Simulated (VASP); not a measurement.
FeBr4:

```
CELL_PARAMETERS angstrom
-3.28500 3.28500 3.28500
3.28500 -3.28500 3.28500
3.28500 3.28500 -3.28500
ATOMIC_POSITIONS crystal
Fe 0.00000 0.00000 0.00000
Br 0.59800 0.00000 0.00000
Br 0.00000 0.00000 0.59800
Br 0.00000 0.59800 0.00000
Br 0.40200 0.40200 0.40200
```

```yaml
Program: VASP 6.6.1
Task: relaxation of cell and atoms
Functional: PBE
Potentials_or_basis: VASP PAW PBE potentials, release 64 (Fe, Br)
Cutoff: 600 eV
k_mesh: 3 × 3 × 3
Occupations: gaussian, width 0.15 eV
Spin: collinear spin, ferromagnetic start
Starting_moments: "[4.0, 0.0, 0.0, 0.0, 0.0] μB"
```

At the start: pressure 4.6 GPa; volume 28.36 Å³/atom.

Problem. Where does the relaxation end?

Solution. Over 11 steps the energy falls by 143.6 meV/atom and the volume is 43.47 Å³/atom (+53.3 %); space group I-43m (No. 217, to 0.1 Å) before and after; moment 4.00 μB per cell.

The path:
```tsv
step	energy change (eV)	largest force (eV/Å)	pressure (GPa)	volume (Å³)
1	0.0000	0.1194	4.56	141.80
2	-0.2419	0.7094	0.10	159.02
3	-0.2436	0.7444	-0.06	160.32
4	-0.3483	0.6434	0.04	163.95
5	-0.5726	0.1750	0.80	175.16
6	-0.2707	1.9241	4.76	199.08
7	-0.6057	0.2505	1.67	180.41
8	-0.6646	0.0875	0.81	190.34
9	-0.7059	0.1910	-0.28	210.32
10	-0.7139	0.1076	-0.12	213.90
11	-0.7181	0.0229	0.03	217.36
```

Final structure:
```xyz
5
Lattice="-3.7877 3.7877 3.7877 3.7877 -3.7877 3.7877 3.7877 3.7877 -3.7877" Properties=species:S:1:pos:R:3 pbc="T T T"
Fe    0.0000    0.0000    0.0000
Br   -2.4700    2.4700    2.4700
Br    2.4700    2.4700   -2.4700
Br    2.4700   -2.4700    2.4700
Br    1.3177    1.3177    1.3177
```

Caveat: the k points lie up to 0.39 Å⁻¹ apart in the final cell; the volume moved by over 15 % at a fixed basis, so the end points are rough.
